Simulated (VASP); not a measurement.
TiSn2Te3:

```
Ti Sn Te
1.0
     4.52932    0.00000    0.00000
     0.00000    4.52932    0.00000
     0.00000    0.00000    8.98122
Ti Sn Te
1 2 3
Direct
  0.50000 0.50000 0.57515
  0.50000 0.00000 0.86894
  0.00000 0.50000 0.86894
  0.50000 0.50000 0.12936
  0.50000 0.00000 0.57878
  0.00000 0.50000 0.57878
```

The cell was built from a structure type or drawn by symmetry, and may not be a known phase.

```yaml
Program: VASP 6.6.1
Task: relaxation of cell and atoms
Functional: PBE
Potentials_or_basis: VASP PAW PBE potentials, release 64 (Ti_sv, Sn_d, Te)
Cutoff: 600 eV
k_mesh: 4 × 4 × 2
Occupations: gaussian, width 0.1 eV
Spin: no spin polarisation
```

At the start: pressure 22.7 GPa; volume 30.71 Å³/atom.

Question: How do energy, volume and symmetry change on relaxing?

Answer: Over 29 steps the energy falls by 1087.2 meV/atom and the volume is 35.81 Å³/atom (+16.6 %); space group P4mm (No. 99, to 0.1 Å) before and after.

The path:
```tsv
step	energy change (eV)	largest force (eV/Å)	pressure (GPa)	volume (Å³)
1	0.0000	3.7908	22.73	184.25
2	-3.5704	1.4006	-4.82	325.44
3	-4.8468	0.8731	-0.75	258.84
4	-5.0543	0.8030	-0.56	253.84
5	-5.4411	0.7469	0.55	238.08
6	-5.3189	1.8647	5.03	202.93
7	-5.4767	1.2549	2.51	217.05
8	-5.6095	0.9412	1.78	218.32
9	-5.8227	0.8657	-0.09	221.82
10	-5.8389	0.8954	-0.59	222.88
11	-5.8731	0.9449	-0.57	221.54
12	-5.9765	1.0851	-0.40	217.50
13	-6.1168	0.9153	0.35	209.26
14	-6.1868	0.6922	0.31	208.95
15	-6.2154	0.3662	0.41	208.61
16	-6.2958	0.5194	0.03	210.58
17	-6.3553	0.7542	-0.44	214.36
18	-6.4295	0.5848	-0.06	213.52
19	-6.4726	0.6612	0.54	212.41
20	-6.4735	0.7237	0.66	212.20
21	-6.5081	0.2783	-0.14	216.97
22	-6.5089	0.2114	-0.27	217.83
23	-6.5147	0.1630	0.00	216.16
24	-6.5155	0.1537	0.18	215.16
25	-6.5198	0.1036	0.05	215.39
26	-6.5211	0.1012	-0.09	215.62
27	-6.5229	0.0490	-0.01	214.89
28	-6.5229	0.0494	0.02	214.76
29	-6.5232	0.0200	-0.04	214.85
```

Final structure:
```
CELL_PARAMETERS angstrom
5.43749 0.00000 0.00000
0.00000 5.43749 0.00000
0.00000 0.00000 7.26671
ATOMIC_POSITIONS crystal
Ti 0.50000 0.50000 0.52177
Sn 0.50000 0.00000 0.92941
Sn 0.00000 0.50000 0.92941
Te 0.50000 0.50000 0.15539
Te 0.50000 0.00000 0.53199
Te 0.00000 0.50000 0.53199
```

Caveat: the volume moved by over 15 % at a fixed basis, so the end points are rough.
